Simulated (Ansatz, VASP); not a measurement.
# NiO2 in VASP and in Ansatz

File INCAR:

```
SYSTEM = NiO2
PREC = Accurate
ENCUT = 700
EDIFF = 1E-6
ISMEAR = 0
SIGMA = 0.05
LREAL = .FALSE.
LASPH = .TRUE.
NELM = 120
ALGO = Normal
ISIF = 2
LWAVE = .FALSE.
LCHARG = .FALSE.
NBANDS = 22
GGA_COMPAT = .FALSE.
```

The input KPOINTS:

```
Automatic mesh
0
G
  12 12 6
  0 0 0
```

The input POSCAR:

```
NiO2
1.0
    2.8038519370      0.0000000000      0.0000000000
   -1.4019259685      2.4282070059      0.0000000000
    0.0000000000      0.0000000000      4.0838103463
Ni O
1 2
Direct
    0.0000000000      0.0000000000      0.5000000000
    0.6666666667      0.3333333333      0.7186230907
    0.3333333333      0.6666666667      0.2813769093
```

Input for Ansatz:

```yaml
crystal:
  lattice:
    - [2.803851937, 0.0, 0.0]
    - [-1.4019259685, 2.4282070059, 0.0]
    - [0.0, 0.0, 4.0838103463]
  atoms:
    - { symbol: Ni, position: [0.0, 0.0, 0.5] }
    - { symbol: O, position: [0.6666666667, 0.3333333333, 0.7186230907] }
    - { symbol: O, position: [0.3333333333, 0.6666666667, 0.2813769093] }
basis:
  ecutwfc: 520.0
kpoints:
  mp_grid: { grid: [12, 12, 6] }
hamiltonian:
  xc: lda
  pseudopotentials: { kind: paw }
scf:
  occupations: { method: gaussian, width: 0.05 }
output:
  forces: true
  stress: true
  eigenvalues: true
```

Alike in both runs: task single point; functional LDA; k mesh 12 × 12 × 6; occupations gaussian, width 0.05 eV; no spin polarisation.

|  | VASP | Ansatz |
| --- | --- | --- |
| version | VASP 6.6.1 | Ansatz 0.2.0 |
| potentials or method | VASP PAW LDA potentials, release 64 (Ni_sv_GW, O), cutoff 700 eV | scalar-relativistic, plane waves, PAW |
| valence electrons in the cell | 30 | 30 |

|  | VASP | Ansatz | Ansatz less VASP |
| --- | --- | --- | --- |
| gap on the k mesh at the Fermi level (eV) | 0.64 | 0.66 | +0.018 |
| least direct gap on the mesh (eV) | 1.00 | 1.01 | +0.007 |
| pressure (GPa) | -1.9 | -3.0 | -1.04 |
| traceless stress, the component that is largest in VASP (GPa) | 3.83 | 4.76 | +0.928 |
| rms of the force components (eV/Å) | 0.110 | 0.063 | -0.0470 |

LDA's correlation is that of Perdew and Zunger in VASP and of Perdew and Wang (1992) in Ansatz. Atom by atom the forces differ by 0.047 eV/Å (rms over components).
